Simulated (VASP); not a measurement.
The system is W.

```
W
1.0
     0.00000    2.00256    2.00256
     2.00256    0.00000    2.00256
     2.00256    2.00256    0.00000
W
1
Direct
  0.00000 0.00000 0.00000
```

This cell differs from its parent crystal: volume scaled by 0.96.

Base run:

```yaml
Program: VASP 6.6.1
Functional: PBEsol
Potentials_or_basis: VASP PAW PBE potentials, release 64 (W_sv)
Cutoff: 520 eV
k_mesh: 11 × 11 × 11
Occupations: fermi-dirac, width 0.05 eV
Spin: no spin polarisation
```

Its results: band gap on the k mesh zero (band 7 reaches 13.41 eV, above the bottom of band 8 at 10.02 eV); pressure -0.7 GPa.

Task: The run is repeated on the same cell with these changes: functional from PBEsol to PBE; further incar settings from ALGO = Normal; EDIFF = 1e-07; NBANDS = 13 to ALGO = Fast; EDIFF = 1e-06; NBANDS = 13. What comes out?

Result: Band gap on the k mesh zero (band 7 reaches 13.56 eV, above the bottom of band 8 at 10.20 eV); pressure 7.8 GPa.

Caveats: spin-orbit coupling is left out, which moves the levels of the heavy elements; the PAW data sets were made with another functional, which shifts forces and pressure a little (some runs).
